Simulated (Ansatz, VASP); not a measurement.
# Two plane-wave programs on MnSi

```xyz
2
Lattice="3.0722 0.0000 0.0000 0.0000 3.0722 0.0000 0.0000 0.0000 3.0722" Properties=species:S:1:pos:R:3 pbc="T T T"
Mn    0.0000    0.0000    0.0000
Si    1.5361    1.5361    1.5361
```

Alike in both runs: functional PBE-based screened hybrid with a share of 0.25 of exact exchange and HFSCREEN = 0.3; k mesh 5 × 5 × 5; occupations fermi-dirac, width 0.05 eV; collinear spin.

|  | VASP | Ansatz |
| --- | --- | --- |
| version | VASP 6.6.1 | Ansatz 0.2.0 |
| potentials or method | VASP PAW PBE potentials, release 64 (Mn_pv, Si) | Ansatz PAW |
| plane-wave cutoff (eV) | 520 | 420 |
| valence electrons in the cell | 17 | 19 |
| task | single point | band structure |

Ansatz gave:

- gap on the k mesh at the Fermi level (eV): none
- pressure (GPa): 4.6
- net moment per atom (μB): 1.93
- size of the moment on the site where the two differ most (μB): 0.11

Q: Estimate VASP's values.

A: gap on the k mesh at the Fermi level (eV): none; pressure (GPa): 4.7; net moment per atom (μB): 1.93; size of the moment on the site where the two differ most (μB): 0.08.

VASP's potentials were made for PBE, not for PBE-based screened hybrid. Site moments also hang on the region over which each program counts them. A gap of «none» marks a metal or a gap that the smearing closes. VASP's potentials hold 17 valence electrons a cell and Ansatz's 19, so a difference there can come from the potentials and not from the codes.

The k mesh is coarse, so the values compare programs but aren't converged. Noted on Ansatz's run: the magnetic or orbital state may not be the lowest.
